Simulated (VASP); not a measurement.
Input of a VASP 6.6.1 run:

Contents of INCAR:

```
SYSTEM = Lu3Sc2O
PREC = Accurate
ENCUT = 520
EDIFF = 1E-7
ISMEAR = 0
SIGMA = 0.1
LREAL = .FALSE.
LASPH = .TRUE.
NELM = 100
ALGO = Normal
ISIF = 2
LWAVE = .FALSE.
LCHARG = .FALSE.
GGA = PE
NBANDS = 60
```

File KPOINTS:

```
Automatic mesh
0
G
  4 4 4
  0 0 0
```

POSCAR

```
Lu3Sc2O
1.0
   -3.0663275700      3.0663275700      3.7273638100
    3.0663275700     -3.0663275700      3.7273638100
    3.0663275700      3.0663275700     -3.7273638100
Lu Sc O
3 2 1
Direct
    0.5000000000      0.0000000000      0.5000000000
    0.0000000000      0.5000000000      0.5000000000
    0.0000000000      0.0000000000      0.0000000000
    0.7037805200      0.7037805200      0.0000000000
    0.2962194800      0.2962194800      0.0000000000
    0.5000000000      0.5000000000      0.0000000000
```

Potentials or basis: VASP PAW PBE potentials, release 64 (Lu, Sc_sv, O).

Command:

```console
$ cat potpaw_PBE.64/Lu/POTCAR potpaw_PBE.64/Sc_sv/POTCAR potpaw_PBE.64/O/POTCAR > POTCAR
$ mpirun -np 1 vasp_std > vasp.out
```

Task: What does it give for the largest force?

Result: 14.402 eV/Å.

Task: What does it give for the pressure?

Result: 29.1 GPa.

Stress tensor (GPa, compression positive):
```
-0.46  0.00  0.00
 0.00 -0.46  0.00
 0.00  0.00 88.30
```

Caveat: the k points lie up to 0.36 Å⁻¹ apart; an odd number of electrons without spin polarisation forces a metal; a magnetic or distorted state may lie lower.
